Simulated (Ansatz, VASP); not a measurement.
## Al: VASP beside Ansatz

```
Al
1.0
     2.84452    0.00000    0.00000
    -1.42226    2.46343    0.00000
     0.00000    0.00000    9.45410
Al
4
Direct
  0.00000 0.00000 0.00000
  0.00000 0.00000 0.50000
  0.33333 0.66667 0.25000
  0.66667 0.33333 0.75000
```

Alike in both runs: functional PBE; k mesh 13 × 13 × 4; occupations fermi-dirac, width 0.1 eV; no spin polarisation.

Ansatz relaxed the structure, and its values are those at the end. VASP's run is a single point on that final structure, the one shown.

```csv
,VASP,Ansatz
version,VASP 6.6.1,Ansatz 0.2.0
potentials or method,"VASP PAW PBE potentials, release 64 (Al), cutoff 520 eV","plane waves (420 eV) with PAW, scalar-relativistic"
valence electrons in the cell,12,12
```

```tsv
	VASP	Ansatz	Ansatz less VASP
pressure (GPa)	0.0	0.0	+0.04
```
